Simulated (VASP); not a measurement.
# GeCN2 (R-3m) in VASP: a series of runs

Aim: see how the results for GeCN2 move with the level of theory and the settings. Levels: PBE, LDA. Tasks: single point.

All numbers are computed with VASP 6.6.1; they aren't measurements. Logs are shortened: lines on timing, memory, paths and dates and some standing lists are left out, and cuts for length are marked.

**1. The cell of the first run**

The structure is trigonal, space group R-3m (No. 166). Conventional cell: a = 3.588 Å, b = 3.588 Å, c = 14.766 Å, α = 90.00°, β = 90.00°, γ = 120.00°. Within 3.3 Å of Ge (site symmetry -3m) lie 6 N at 2.40 Å and 6 C at 3.22 Å. N (site symmetry 3m) has 1 C at 1.24 Å within 1.7 Å. C (site symmetry -3m) has 2 N at 1.24 Å within 1.7 Å.

**2. Single point, PBE**

File INCAR:

```
SYSTEM = GeCN2
ALGO = Normal ; EDIFF = 1E-6
ENCUT = 520 ; GGA = PE
ISIF = 2 ; ISMEAR = 0
LASPH = .True. ; LCHARG = .False.
LREAL = .False. ; LWAVE = .False.
NBANDS = 22 ; NELM = 80
PREC = Accurate ; SIGMA = 0.1
```

File KPOINTS:

```
k-points
0
Gamma
  14 14 14
  0 0 0
```

File POSCAR:

```
GeCN2
1.0
    1.7937903697      1.0356453528      4.9219572124
   -1.7937903697      1.0356453528      4.9219572124
    0.0000000000     -2.0712907056      4.9219572124
Ge N C
1 2 1
Direct
    0.0000000000      0.0000000000      0.0000000000
    0.5839044000      0.5839044000      0.5839044000
    0.4160956000      0.4160956000      0.4160956000
    0.5000000000      0.5000000000      0.5000000000
```

Potentials or basis: VASP PAW PBE potentials, release 64 (Ge_d, N, C).

Launch:

```sh
$ cat potpaw_PBE.64/Ge_d/POTCAR potpaw_PBE.64/N/POTCAR potpaw_PBE.64/C/POTCAR > POTCAR
$ mpirun -np 1 vasp_std > vasp.out
```

OUTCAR:

```text
SYSTEM = GeCN2
   EDIFF = 1E-6
   ENCUT = 520
   GGA = PE
   ISIF = 2
   ISMEAR = 0
   LASPH = .True.
   LREAL = .False.
   NELM = 80
   PREC = Accurate

 ion  position               nearest neighbor table
   1  0.000  0.000  0.000-
   2  0.584  0.584  0.584-   4 1.24
   3  0.416  0.416  0.416-   4 1.24
   4  0.500  0.500  0.500-   2 1.24   3 1.24

  LATTYP: Found a trigonal (rhomboedric) cell.
 ALAT       =     5.3400288377
 COS(alpha) =     0.7743235887

  Lattice vectors:

 A1 = (   1.7937903697,   1.0356453528,   4.9219572124)
 A2 = (  -1.7937903697,   1.0356453528,   4.9219572124)
 A3 = (   0.0000000000,  -2.0712907056,   4.9219572124)

Analysis of symmetry for initial positions (statically):
=====================================================================
 Subroutine PRICEL returns:
 Original cell was already a primitive cell.

 Routine SETGRP: Setting up the symmetry group for a
 trigonal (rhombohedral) supercell.

 Subroutine GETGRP returns: Found 12 space group operations
 (whereof 12 operations were pure point group operations)
 out of a pool of 12 trial point group operations.

The static configuration has the point symmetry D_3d.

Analysis of symmetry for dynamics (positions and initial velocities):
=====================================================================
 Subroutine PRICEL returns:
 Original cell was already a primitive cell.

 Routine SETGRP: Setting up the symmetry group for a
 trigonal (rhombohedral) supercell.

 Subroutine GETGRP returns: Found 12 space group operations
 (whereof 12 operations were pure point group operations)
 out of a pool of 12 trial point group operations.

The dynamic configuration has the point symmetry D_3d.

 Subroutine INISYM returns: Found 12 space group operations
 (whereof 12 operations are pure point group operations),
 and found     1 'primitive' translations

----------------------------------------------------------------------------------------

                                     Primitive cell

  volume of cell :      54.8620

  direct lattice vectors                    reciprocal lattice vectors
     1.793790370  1.035645353  4.921957212     0.278739371  0.160930251  0.067723737
    -1.793790370  1.035645353  4.921957212    -0.278739371  0.160930251  0.067723737
     0.000000000 -2.071290706  4.921957212     0.000000000 -0.321860502  0.067723737

  length of vectors
     5.340028838  5.340028838  5.340028838     0.328908327  0.328908327  0.328908327

  position of ions in fractional coordinates (direct lattice)
     0.000000000  0.000000000  0.000000000
     0.583904400  0.583904400  0.583904400
     0.416095600  0.416095600  0.416095600
     0.500000000  0.500000000  0.500000000

  ion indices of the primitive-cell ions
   primitive index   ion index
                 1           1
                 2           2
                 3           3
                 4           4

----------------------------------------------------------------------------------------

 KPOINTS: k-points

Automatic generation of k-mesh.
 Grid dimensions read from file:
 generate k-points for:   14   14   14

 Generating k-lattice:

  Cartesian coordinates                     Fractional coordinates (reciprocal lattice)
     0.019909955  0.011495018  0.004837410     0.071428571  0.000000000  0.000000000
    -0.019909955  0.011495018  0.004837410     0.000000000  0.071428571  0.000000000
     0.000000000 -0.022990036  0.004837410     0.000000000  0.000000000  0.071428571

  Length of vectors
     0.023493452  0.023493452  0.023493452

  Shift w.r.t. Gamma in fractional coordinates (k-lattice)
     0.000000000  0.000000000  0.000000000

 Subroutine IBZKPT returns following result:
 ===========================================

 Found    288 irreducible k-points:

 Following reciprocal coordinates:
            Coordinates               Weight
  0.000000  0.000000  0.000000      1.000000
  0.071429 -0.000000  0.000000      6.000000
  0.142857  0.000000 -0.000000      6.000000
  0.214286 -0.000000  0.000000      6.000000
  0.285714 -0.000000 -0.000000      6.000000
  0.357143 -0.000000 -0.000000      6.000000
[... 16 lines left out ...]
  0.214286  0.142857 -0.000000     12.000000
  0.285714  0.142857 -0.000000     12.000000
 [... further k-points ...]
   k-points           NKPTS =    288   k-points in BZ     NKDIM =    288   number of bands    NBANDS=     22
   number of dos      NEDOS =    301   number of ions     NIONS =      4
   total plane-waves  NPLWV =  64000
   dimension x,y,z NGX =    40 NGY =   40 NGZ =   40
   dimension x,y,z NGXF=    80 NGYF=   80 NGZF=   80
   ions per type =               1   2   1
   NGX,Y,Z   is equivalent  to a cutoff of  12.45, 12.45, 12.45 a.u.
   NGXF,Y,Z  is equivalent  to a cutoff of  24.91, 24.91, 24.91 a.u.
 SYSTEM =  GeCN2
   PREC   = accura    normal or accurate (medium, high low for compatibility)
   ISTART =      0    job   : 0-new  1-cont  2-samecut
   ICHARG =      2    charge: 1-file 2-atom 10-const
   ISPIN  =      1    spin polarized calculation?
   LNONCOLLINEAR =      F non collinear calculations
   LSORBIT =      F    spin-orbit coupling
   LASPH  =      T    aspherical Exc in radial PAW
   ENCUT  =  520.0 eV  38.22 Ry    6.18 a.u.   9.93  9.93  9.93*2*pi/ulx,y,z
   NELM   =     80;   NELMIN=  2; NELMDL= -5     # of ELM steps
   EDIFF  = 0.1E-05   stopping-criterion for ELM
   LREAL  =      F    real-space projection
   EDIFFG = 0.1E-04   stopping-criterion for IOM
   NSW    =      0    number of steps for IOM
   IBRION =     -1    ionic relax: 0-MD 1-quasi-New 2-CG
   NFREE  =      0    steps in history (QN), initial steepest desc. (CG)
   ISIF   =      2    stress and relaxation
   ISYM   =      2    0-nonsym 1-usesym 2-fastsym
   POTIM  = 0.5000    time-step for ionic-motion
   TEBEG  =    0.0;   TEEND  =   0.0 temperature during run
   PSTRESS=    0.0 pullay stress
   NELECT =      28.0000    total number of electrons
   NUPDOWN=      -1.0000    fix difference up-down
   EMIN   =  10.00;   EMAX   =-10.00  energy-range for DOS
   EFERMI =   0.00;   METHOD = LEGACY
   ISMEAR =     0;   SIGMA  =   0.10  broadening in eV -4-tet -1-fermi 0-gaus
   EFERMI_NEDOS =   21; number of points for ismear=-14 and -15
   IALGO  =     38    algorithm
   IMIX   =      4    mixing-type and parameters
     AMIX     =   0.40;   BMIX     =  1.00
     AMIX_MAG =   1.60;   BMIX_MAG =  1.00
  volume/ion in A,a.u.               =      13.72        92.56
  Fermi-wavevector in a.u.,A,eV,Ry     =   1.308289  2.472307 23.287992  1.711619
  Thomas-Fermi vector in A             =   2.438966
   LORBIT       =      0    0 simple, 1 ext, 2 COOP (PROOUT), +10 PAW based schemes
   GGA     = PE    functional components
   LHFCALC =     F    Hartree Fock is set to
   AEXX    =    0.0000 exact exchange contribution
   IVDW    =     0    specifies the selected vdW correction
   LEPSILON=     F    determine dielectric tensor
   LRPA    =     F    only Hartree local field effects (RPA)
 non-spin polarized calculation
 Gauss-broadening in eV      SIGMA  =   0.10
  energy-cutoff  :      520.00
  volume of cell :       54.86
 maximum number of plane-waves:      1500
   NGX = 19   NGY = 19   NGZ = 19

 number of electron      28.0000006 magnetization

 Free energy of the ion-electron system (eV)
  ---------------------------------------------------
  ext. energy  EPLUGINS =         0.00000000
  ---------------------------------------------------
  free energy    TOTEN  =       -29.16589600 eV

  energy without entropy =      -29.16589600  energy(sigma->0) =      -29.16589600

 E-fermi :   4.0461     XC(G=0):  -9.6734

 val. band max:        3.5603278066   @ k =   0.5000   0.5000   0.1429
 cond. band min:       4.6003651576   @ k =   0.5000   0.5000   0.5000
 fundamental gap:      1.0400373510
 Fermi energy:         4.0461416780

 k-point     1 :       0.0000    0.0000    0.0000
  band No.  band energies     occupation
      1     -21.2056      2.00000
      2     -21.2015      2.00000
      3     -21.2015      2.00000
      4     -21.1918      2.00000
      5     -21.1918      2.00000
      6     -15.7159      2.00000
[... 14 lines left out ...]
     21      13.5094      0.00000
     22      14.3254      0.00000

 k-point     2 :       0.0714   -0.0000    0.0000
  band No.  band energies     occupation
      1     -21.2051      2.00000
      2     -21.2017      2.00000
      3     -21.2006      2.00000
      4     -21.1925      2.00000
      5     -21.1919      2.00000
      6     -15.6997      2.00000
[... 14 lines left out ...]
     21      13.5842      0.00000
     22      13.7007      0.00000

 k-point     3 :       0.1429    0.0000   -0.0000
  band No.  band energies     occupation
      1     -21.2046      2.00000
      2     -21.2017      2.00000
      3     -21.1983      2.00000
      4     -21.1943      2.00000
      5     -21.1923      2.00000
      6     -15.6535      2.00000
[... 14 lines left out ...]
     21      12.6430      0.00000
     22      14.1322      0.00000

 k-point     4 :       0.2143   -0.0000    0.0000
  band No.  band energies     occupation
      1     -21.2060      2.00000
      2     -21.2000      2.00000
      3     -21.1966      2.00000
      4     -21.1950      2.00000
      5     -21.1928      2.00000
      6     -15.5855      2.00000
[... 14 lines left out ...]
     21      11.9552      0.00000
     22      14.6018      0.00000

 k-point     5 :       0.2857   -0.0000   -0.0000
  band No.  band energies     occupation
      1     -21.2086      2.00000
      2     -21.1998      2.00000
      3     -21.1965      2.00000
      4     -21.1934      2.00000
      5     -21.1912      2.00000
      6     -15.5082      2.00000
[... 417 lines left out ...]
 k-point    22 :       0.1429    0.1429   -0.0000
  band No.  band energies     occupation
      1     -21.2046      2.00000
      2     -21.2017      2.00000
      3     -21.1983      2.00000
      4     -21.1944      2.00000
      5     -21.1922      2.00000
      6     -15.6432      2.00000
[... 14 lines left out ...]
     21      12.5648      0.00000
     22      14.0972      0.00000

 k-point    23 :       0.2143    0.1429   -0.0000
  band No.  band energies     occupation
      1     -21.2044      2.00000
      2     -21.2020      2.00000
      3     -21.1960      2.00000
      4     -21.1958      2.00000
      5     -21.1927      2.00000
      6     -15.5966      2.00000
[... 14 lines left out ...]
     21      12.1704      0.00000
     22      14.2837      0.00000

 k-point    24 :       0.2857    0.1429   -0.0000
  band No.  band energies     occupation
      1     -21.2045      2.00000
      2     -21.2020      2.00000
      3     -21.1974      2.00000
      4     -21.1935      2.00000
      5     -21.1928      2.00000
      6     -15.5318      2.00000
[... 14 lines left out ...]
     21      11.9900      0.00000
     22      14.5538      0.00000

 [... further k-points ...]

------------------------ aborting loop because EDIFF is reached ----------------------------------------

  FORCE on cell =-STRESS in cart. coord.  units (eV):
  Direction    XX          YY          ZZ          XY          YZ          ZX
  --------------------------------------------------------------------------------------
  -------------------------------------------------------------------------------------
  Total       -0.0133398     -0.0133398      0.1565487      0.0000000      0.0000000      0.0000000
  in kB       -0.3895730     -0.3895730      4.5718100      0.0000000      0.0000000      0.0000000
  external PRESSURE =       1.2642213 kB  Pullay stress =       0.0000000 kB

 VOLUME and BASIS-vectors are now :
 -----------------------------------------------------------------------------
  energy-cutoff  :      520.00
  volume of cell :       54.86
      direct lattice vectors                 reciprocal lattice vectors
     1.793790370  1.035645353  4.921957212     0.278739371  0.160930251  0.067723737
    -1.793790370  1.035645353  4.921957212    -0.278739371  0.160930251  0.067723737
     0.000000000 -2.071290706  4.921957212     0.000000000 -0.321860502  0.067723737

 POSITION                                       TOTAL-FORCE (eV/Angst)
 -----------------------------------------------------------------------------------
      0.00000      0.00000      0.00000         0.000000      0.000000     -0.000000
      0.00000      0.00000      8.62186         0.000000     -0.000000      0.074414
      0.00000      0.00000      6.14401         0.000000      0.000000     -0.074414
      0.00000      0.00000      7.38294         0.000000     -0.000000     -0.000000
 -----------------------------------------------------------------------------------
    total drift:                               -0.000000      0.000000     -0.000000

  FREE ENERGIE OF THE ION-ELECTRON SYSTEM (eV)
  ---------------------------------------------------
  free  energy   TOTEN  =       -29.1658959975 eV

  energy  without entropy=      -29.1658959975  energy(sigma->0) =      -29.16589600
```

Wall time 9.5 min (1 thread of AMD EPYC 9R14 (Zen 4), shared host); peak memory 0.46 GiB.

Results:

* Free energy: -29.1659 eV
* Pressure: 0.1 GPa
* Largest force: 0.074 eV/Å
* Band gap on the k mesh: 1.04 eV (least direct gap 1.94 eV)

Forces on the atoms (eV/Å):
```
Ge   0.000  0.000  0.000
N    0.000  0.000  0.074
N    0.000  0.000 -0.074
C    0.000  0.000  0.000
```

**3. Single point, LDA**

This run uses another cell than the first one, of 13.44 Å³/atom.

File INCAR:

```
  ALGO = Normal
  EDIFF = 1E-7
  ENCUT = 520
  ISIF = 2
  ISMEAR = -1
  LASPH = True
  LCHARG = False
  LREAL = False
  LWAVE = False
  NBANDS = 22
  NELM = 80
  PREC = Accurate
  SIGMA = 0.05
```

File KPOINTS:

```
k-points
0
Gamma
  9 9 9
```

File POSCAR:

```
GeCN2
1.0
    1.7817511454      1.0286945034      4.8889229472
   -1.7817511454      1.0286945034      4.8889229472
    0.0000000000     -2.0573890068      4.8889229472
Ge N C
1 2 1
Direct
    0.0000000000      0.0000000000      0.0000000000
    0.5839044000      0.5839044000      0.5839044000
    0.4160956000      0.4160956000      0.4160956000
    0.5000000000      0.5000000000      0.5000000000
```

Potentials or basis: VASP PAW LDA potentials, release 64 (Ge_d, N, C).

Launch:

```sh
$ cat potpaw_LDA.64/Ge_d/POTCAR potpaw_LDA.64/N/POTCAR potpaw_LDA.64/C/POTCAR > POTCAR
$ mpirun -np 1 vasp_std > vasp.out
```

It took 4 min on 1 thread of AMD EPYC 7R13, shared host; peak memory 0.23 GiB.

Results (log left out):

| Quantity | Value |
| --- | --- |
| Free energy | -32.1998 eV |
| Pressure | -3.8 GPa |
| Largest force | 0.405 eV/Å |
| Band gap on the k mesh | 0.91 eV (least direct gap 1.67 eV) |

Forces in eV/Å, atoms in the order of the input:
```
Ge   0.000  0.000  0.000
N    0.000  0.000  0.405
N    0.000  0.000 -0.405
C    0.000  0.000  0.000
```

Stress tensor (GPa, compression positive):
```
-4.71  0.00  0.00
 0.00 -4.71  0.00
 0.00  0.00 -2.01
```

Levels at points of the mesh, in eV from the valence-band top:
| k point | band 10 | band 11 | band 12 | band 13 | band 14 | band 15 | band 16 | band 17 | band 18 | band 19 |
| --- | --- | --- | --- | --- | --- | --- | --- | --- | --- | --- |
| (0.00, 0.00, 0.00) | -5.29 | -5.29 | -1.95 | -1.95 | -1.90 | 2.46 | 3.24 | 3.24 | 4.71 | 7.29 |

Caveat: the cell stands under tension; an odd mesh through Γ misses points on the zone boundary, where band edges can lie.
